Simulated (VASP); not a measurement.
# Zn2CdSe3 (P3m1) in VASP: single point with PBE

Aim: the single point of Zn2CdSe3 with PBE.

Everything below comes from runs of VASP 6.6.1. Logs are shortened: lines on timing, memory, paths and dates and some standing lists are left out, and cuts for length are marked.

**1. The cell of the first run**

Symmetry: P3m1, No. 156, trigonal system. Conventional cell: a = 4.148 Å, b = 4.148 Å, c = 20.582 Å, α = 90.00°, β = 90.00°, γ = 120.00°. Within 3.3 Å of Zn (site symmetry 3m) lie 4 Se at 2.48 to 2.52 Å. Within 3.3 Å of Zn (site symmetry 3m) lie 4 Se at 2.49 to 2.52 Å. Zn (site symmetry 3m) has 4 Se at 2.49 to 2.52 Å within 3.3 Å. Within 3.3 Å of Zn (site symmetry 3m) lie 4 Se at 2.49 to 2.52 Å. Cd (site symmetry 3m) has 4 Se at 2.63 to 2.67 Å within 3.5 Å. Cd (site symmetry 3m) has 4 Se at 2.62 to 2.66 Å within 3.5 Å. Se (site symmetry 3m) has 1 Zn at 2.48 Å and 3 Cd at 2.62 Å within 3.3 Å. Se (site symmetry 3m) has 3 Zn at 2.52 Å and 1 Cd at 2.67 Å within 3.3 Å.

**2. Single point, PBE**

The input, POSCAR:

```
Zn2CdSe3
1.0
    4.1477626407      0.0000000000      0.0000000000
   -2.0738813204      3.5920678157      0.0000000000
    0.0000000000      0.0000000000     20.5821047637
Zn Cd Se
4 2 6
Direct
    0.0000000000      0.0000000000      0.1553878136
    0.0000000000      0.0000000000      0.8371782461
    0.6666666667      0.3333333333      0.6779200308
    0.6666666667      0.3333333333      0.9964768455
    0.0000000000      0.0000000000      0.5098128595
    0.6666666667      0.3333333333      0.3280476317
    0.0000000000      0.0000000000      0.2758422353
    0.0000000000      0.0000000000      0.6395485861
    0.0000000000      0.0000000000      0.9580879141
    0.6666666667      0.3333333333      0.1173816410
    0.6666666667      0.3333333333      0.4571899369
    0.6666666667      0.3333333333      0.7988482596
```

The input, INCAR.step1:

```
SYSTEM = Zn2CdSe3
PREC = Accurate ; ENCUT = 520
EDIFF = 1E-6 ; ISMEAR = 0
SIGMA = 0.02 ; LREAL = .False.
LASPH = .True. ; NELM = 60
ALGO = Normal ; ISIF = 2
LWAVE = .False. ; LCHARG = .True.
GGA = PE ; NBANDS = 66
```

The input, KPOINTS.step1:

```
Automatic mesh
0
Gamma
  6 6 2
  0 0 0
```

The input, INCAR.step2:

```
SYSTEM = Zn2CdSe3
PREC = Accurate ; ENCUT = 520
EDIFF = 1E-6 ; ISMEAR = -5
SIGMA = 0.02 ; LREAL = .False.
LASPH = .True. ; NELM = 60
ALGO = Normal ; ISIF = 2
LWAVE = .False. ; LCHARG = .False.
GGA = PE ; LORBIT = 11
NBANDS = 66 ; NEDOS = 2001
ICHARG = 11
```

The input, KPOINTS.step2:

```
Automatic mesh
0
Gamma
  9 9 3
  0 0 0
```

Potentials or basis: VASP PAW PBE potentials, release 64 (Zn, Cd, Se).

Run with:

```sh
$ cat potpaw_PBE.64/Zn/POTCAR potpaw_PBE.64/Cd/POTCAR potpaw_PBE.64/Se/POTCAR > POTCAR
$ cp INCAR.step1 INCAR
$ cp KPOINTS.step1 KPOINTS
$ mpirun -np 1 vasp_std > vasp.out
$ cp INCAR.step2 INCAR
$ cp KPOINTS.step2 KPOINTS
$ mpirun -np 1 vasp_std > vasp.out
```

OUTCAR:

```text
SYSTEM = Zn2CdSe3
   PREC = Accurate
   ENCUT = 520
   EDIFF = 1E-6
   ISMEAR = -5
   LREAL = .False.
   LASPH = .True.
   NELM = 60
   ISIF = 2
   GGA = PE
   LORBIT = 11
   ICHARG = 11

 ion  position               nearest neighbor table
   1  0.000  0.000  0.155-   7 2.48  10 2.52  10 2.52  10 2.52
   2  0.000  0.000  0.837-   9 2.49  12 2.52  12 2.52  12 2.52
   3  0.667  0.333  0.678-  12 2.49   8 2.52   8 2.52   8 2.52
   4  0.667  0.333  0.996-  10 2.49   9 2.52   9 2.52   9 2.52
   5  0.000  0.000  0.510-  11 2.63  11 2.63  11 2.63   8 2.67
   6  0.667  0.333  0.328-   7 2.62   7 2.62   7 2.62  11 2.66
   7  0.000  0.000  0.276-   1 2.48   6 2.62   6 2.62   6 2.62
   8  0.000  0.000  0.640-   3 2.52   3 2.52   3 2.52   5 2.67
   9  0.000  0.000  0.958-   2 2.49   4 2.52   4 2.52   4 2.52
  10  0.667  0.333  0.117-   4 2.49   1 2.52   1 2.52   1 2.52
  11  0.667  0.333  0.457-   5 2.63   5 2.63   5 2.63   6 2.66
  12  0.667  0.333  0.799-   3 2.49   2 2.52   2 2.52   2 2.52

  LATTYP: Found a hexagonal cell.
 ALAT       =     4.1477626407
 C/A-ratio  =     4.9622185613

  Lattice vectors:

 A1 = (   4.1477626407,   0.0000000000,   0.0000000000)
 A2 = (  -2.0738813204,   3.5920678157,   0.0000000000)
 A3 = (   0.0000000000,   0.0000000000,  20.5821047637)

Analysis of symmetry for initial positions (statically):
=====================================================================
 Subroutine PRICEL returns:
 Original cell was already a primitive cell.

 Routine SETGRP: Setting up the symmetry group for a
 hexagonal supercell.

 Subroutine GETGRP returns: Found  6 space group operations
 (whereof  6 operations were pure point group operations)
 out of a pool of 24 trial point group operations.

The static configuration has the point symmetry C_3v.

Analysis of symmetry for dynamics (positions and initial velocities):
=====================================================================
 Subroutine PRICEL returns:
 Original cell was already a primitive cell.

 Routine SETGRP: Setting up the symmetry group for a
 hexagonal supercell.

 Subroutine GETGRP returns: Found  6 space group operations
 (whereof  6 operations were pure point group operations)
 out of a pool of 24 trial point group operations.

The dynamic configuration has the point symmetry C_3v.

 Subroutine INISYM returns: Found  6 space group operations
 (whereof  6 operations are pure point group operations),
 and found     1 'primitive' translations

----------------------------------------------------------------------------------------

                                     Primitive cell

  volume of cell :     306.6537

  direct lattice vectors                    reciprocal lattice vectors
     4.147762641  0.000000000  0.000000000     0.241093835  0.139195590  0.000000000
    -2.073881320  3.592067816  0.000000000     0.000000000  0.278391181  0.000000000
     0.000000000  0.000000000 20.582104764     0.000000000  0.000000000  0.048585896

  length of vectors
     4.147762641  4.147762641 20.582104764     0.278391181  0.278391181  0.048585896

  position of ions in fractional coordinates (direct lattice)
     0.000000000  0.000000000  0.155387814
     0.000000000  0.000000000  0.837178246
     0.666666667  0.333333333  0.677920031
     0.666666667  0.333333333  0.996476845
     0.000000000  0.000000000  0.509812860
     0.666666667  0.333333333  0.328047632
     0.000000000  0.000000000  0.275842235
     0.000000000  0.000000000  0.639548586
     0.000000000  0.000000000  0.958087914
     0.666666667  0.333333333  0.117381641
     0.666666667  0.333333333  0.457189937
     0.666666667  0.333333333  0.798848260

  ion indices of the primitive-cell ions
   primitive index   ion index
                 1           1
                 2           2
                 3           3
                 4           4
                 5           5
                 6           6
                 7           7
                 8           8
                 9           9
                10          10
                11          11
                12          12

----------------------------------------------------------------------------------------

 KPOINTS: Automatic mesh

Automatic generation of k-mesh.
 Grid dimensions read from file:
 generate k-points for:    9    9    3

 Generating k-lattice:

  Cartesian coordinates                     Fractional coordinates (reciprocal lattice)
     0.026788204  0.015466177  0.000000000     0.111111111  0.000000000  0.000000000
     0.000000000  0.030932353  0.000000000     0.000000000  0.111111111  0.000000000
     0.000000000  0.000000000  0.016195299     0.000000000  0.000000000  0.333333333

  Length of vectors
     0.030932353  0.030932353  0.016195299

  Shift w.r.t. Gamma in fractional coordinates (k-lattice)
     0.000000000  0.000000000  0.000000000

 TETIRR: Found    321 inequivalent tetrahedra from     1458

 Subroutine IBZKPT returns following result:
 ===========================================

 Found     31 irreducible k-points:

 Following reciprocal coordinates:
            Coordinates               Weight
  0.000000  0.000000  0.000000      1.000000
  0.111111  0.000000  0.000000      6.000000
  0.222222  0.000000  0.000000      6.000000
  0.333333  0.000000  0.000000      6.000000
  0.444444  0.000000  0.000000      6.000000
  0.111111  0.111111  0.000000      6.000000
[... 16 lines left out ...]
  0.222222  0.111111  0.333333     12.000000
 -0.111111  0.333333  0.333333     12.000000
 [... further k-points ...]
   k-points           NKPTS =     31   k-points in BZ     NKDIM =     31   number of bands    NBANDS=     66
   number of dos      NEDOS =   2001   number of ions     NIONS =     12
   total plane-waves  NPLWV = 163840
   dimension x,y,z NGX =    32 NGY =   32 NGZ =  160
   dimension x,y,z NGXF=    64 NGYF=   64 NGZF=  320
   ions per type =               4   2   6
   NGX,Y,Z   is equivalent  to a cutoff of  12.83, 12.83, 12.92 a.u.
   NGXF,Y,Z  is equivalent  to a cutoff of  25.65, 25.65, 25.85 a.u.
 SYSTEM =  Zn2CdSe3
   PREC   = accura    normal or accurate (medium, high low for compatibility)
   ISTART =      0    job   : 0-new  1-cont  2-samecut
   ICHARG =     11    charge: 1-file 2-atom 10-const
   ISPIN  =      1    spin polarized calculation?
   LNONCOLLINEAR =      F non collinear calculations
   LSORBIT =      F    spin-orbit coupling
   LASPH  =      T    aspherical Exc in radial PAW
   ENCUT  =  520.0 eV  38.22 Ry    6.18 a.u.   7.71  7.71 38.27*2*pi/ulx,y,z
   NELM   =     60;   NELMIN=  2; NELMDL=  0     # of ELM steps
   EDIFF  = 0.1E-05   stopping-criterion for ELM
   LREAL  =      F    real-space projection
   EDIFFG = 0.1E-04   stopping-criterion for IOM
   NSW    =      0    number of steps for IOM
   IBRION =     -1    ionic relax: 0-MD 1-quasi-New 2-CG
   NFREE  =      0    steps in history (QN), initial steepest desc. (CG)
   ISIF   =      2    stress and relaxation
   ISYM   =      2    0-nonsym 1-usesym 2-fastsym
   POTIM  = 0.5000    time-step for ionic-motion
   TEBEG  =    0.0;   TEEND  =   0.0 temperature during run
   PSTRESS=    0.0 pullay stress
   NELECT =     108.0000    total number of electrons
   NUPDOWN=      -1.0000    fix difference up-down
   EMIN   =  10.00;   EMAX   =-10.00  energy-range for DOS
   EFERMI =   0.00;   METHOD = LEGACY
   ISMEAR =    -5;   SIGMA  =   0.02  broadening in eV -4-tet -1-fermi 0-gaus
   EFERMI_NEDOS =   21; number of points for ismear=-14 and -15
   IALGO  =     38    algorithm
   IMIX   =      4    mixing-type and parameters
     AMIX     =   0.40;   BMIX     =  1.00
     AMIX_MAG =   1.60;   BMIX_MAG =  1.00
  volume/ion in A,a.u.               =      25.55       172.45
  Fermi-wavevector in a.u.,A,eV,Ry     =   1.156112  2.184735 18.185487  1.336596
  Thomas-Fermi vector in A             =   2.292735
   LORBIT       =     11    0 simple, 1 ext, 2 COOP (PROOUT), +10 PAW based schemes
   GGA     = PE    functional components
   LHFCALC =     F    Hartree Fock is set to
   AEXX    =    0.0000 exact exchange contribution
   IVDW    =     0    specifies the selected vdW correction
   LEPSILON=     F    determine dielectric tensor
   LRPA    =     F    only Hartree local field effects (RPA)
 non-spin polarized calculation
 Fermi weights with tetrahedron method with Bloechl corrections
  energy-cutoff  :      520.00
  volume of cell :      306.65
 maximum number of plane-waves:      8303
 NGX is ok and might be reduce to    32

 number of electron     107.9999973 magnetization

 Free energy of the ion-electron system (eV)
  ---------------------------------------------------
  ext. energy  EPLUGINS =         0.00000000
  ---------------------------------------------------
  free energy    TOTEN  =       -34.82527856 eV

  energy without entropy =      -34.82527856  energy(sigma->0) =      -34.82527856

 E-fermi :   1.2446     XC(G=0):  -8.9782

 val. band max:        1.2399224248   @ k =   0.0000   0.0000   0.0000
 cond. band min:       1.9072094889   @ k =   0.0000   0.0000   0.0000
 fundamental gap:      0.6672870640
 Fermi energy:         1.2445976129

 k-point     1 :       0.0000    0.0000    0.0000
  band No.  band energies     occupation
      1     -11.8321      2.00000
      2     -11.6747      2.00000
      3     -11.5054      2.00000
      4     -11.2867      2.00000
      5     -11.2753      2.00000
      6     -11.0927      2.00000
[... 58 lines left out ...]
     65       6.8454      0.00000
     66       6.8726      0.00000

 k-point     2 :       0.1111    0.0000    0.0000
  band No.  band energies     occupation
      1     -11.7739      2.00000
      2     -11.6218      2.00000
      3     -11.4594      2.00000
      4     -11.2520      2.00000
      5     -11.2401      2.00000
      6     -11.0667      2.00000
[... 58 lines left out ...]
     65       6.8431      0.00000
     66       7.0702      0.00000

 k-point     3 :       0.2222    0.0000    0.0000
  band No.  band energies     occupation
      1     -11.6157      2.00000
      2     -11.4798      2.00000
      3     -11.3386      2.00000
      4     -11.1642      2.00000
      5     -11.1515      2.00000
      6     -11.0040      2.00000
[... 1438 lines left out ...]
     65       6.5571      0.00000
     66       6.7299      0.00000

 k-point    24 :      -0.1111    0.3333    0.3333
  band No.  band energies     occupation
      1     -11.4800      2.00000
      2     -11.3671      2.00000
      3     -11.2262      2.00000
      4     -11.1347      2.00000
      5     -11.0572      2.00000
      6     -10.9642      2.00000
[... 58 lines left out ...]
     65       6.5589      0.00000
     66       6.7471      0.00000

 [... further k-points ...]

------------------------ aborting loop because EDIFF is reached ----------------------------------------

  FORCE on cell =-STRESS in cart. coord.  units (eV):
  Direction    XX          YY          ZZ          XY          YZ          ZX
  --------------------------------------------------------------------------------------
  -------------------------------------------------------------------------------------
  Total        0.3931911      0.3931911      0.4620251     -0.0000000      0.0000000      0.0000000
  in kB        2.0543103      2.0543103      2.4139483     -0.0000000      0.0000000      0.0000000
  external PRESSURE =       2.1741896 kB  Pullay stress =       0.0000000 kB

 VOLUME and BASIS-vectors are now :
 -----------------------------------------------------------------------------
  energy-cutoff  :      520.00
  volume of cell :      306.65
      direct lattice vectors                 reciprocal lattice vectors
     4.147762641  0.000000000  0.000000000     0.241093835  0.139195590  0.000000000
    -2.073881320  3.592067816  0.000000000     0.000000000  0.278391181  0.000000000
     0.000000000  0.000000000 20.582104764     0.000000000  0.000000000  0.048585896

 POSITION                                       TOTAL-FORCE (eV/Angst)
 -----------------------------------------------------------------------------------
      0.00000      0.00000      3.19821        -0.000000     -0.000000     -0.002041
      0.00000      0.00000     17.23089        -0.000000     -0.000000      0.001523
      2.07388      1.19736     13.95302        -0.000000     -0.000000      0.000797
      2.07388      1.19736     20.50959        -0.000000      0.000000     -0.000080
      0.00000      0.00000     10.49302         0.000000     -0.000000      0.007491
      2.07388      1.19736      6.75191         0.000000     -0.000000      0.001578
      0.00000      0.00000      5.67741        -0.000000     -0.000000     -0.018930
      0.00000      0.00000     13.16326        -0.000000     -0.000000      0.010300
      0.00000      0.00000     19.71947         0.000000     -0.000000     -0.000603
      2.07388      1.19736      2.41596        -0.000000     -0.000000      0.000862
      2.07388      1.19736      9.40993        -0.000000     -0.000000      0.000766
      2.07388      1.19736     16.44198        -0.000000     -0.000000     -0.001663
 -----------------------------------------------------------------------------------
    total drift:                               -0.018083      0.010437      0.000321

  FREE ENERGIE OF THE ION-ELECTRON SYSTEM (eV)
  ---------------------------------------------------
  free  energy   TOTEN  =       -34.8252785555 eV

  energy  without entropy=      -34.8252785555  energy(sigma->0) =      -34.82527856

 total charge

# of ion       s       p       d       tot
------------------------------------------
    1        0.518   0.392   9.782  10.692
    2        0.518   0.393   9.781  10.693
    3        0.519   0.393   9.781  10.693
    4        0.519   0.393   9.781  10.693
    5        0.446   0.315   9.554  10.315
    6        0.444   0.315   9.555  10.314
    7        1.443   2.407   0.024   3.874
    8        1.441   2.381   0.023   3.845
    9        1.439   2.391   0.024   3.855
   10        1.440   2.390   0.025   3.854
   11        1.444   2.397   0.022   3.863
   12        1.440   2.391   0.024   3.855
--------------------------------------------------
tot         11.610  16.560  58.377  86.547
```

It took 14 min on 1 thread of Intel Xeon 8259CL, shared host; peak memory 0.72 GiB.

Results:

```
Valence electrons inside the program's atomic spheres : Zn 10.69; Cd 10.31; Se 3.87, 3.85, 3.86 (each value once)
```
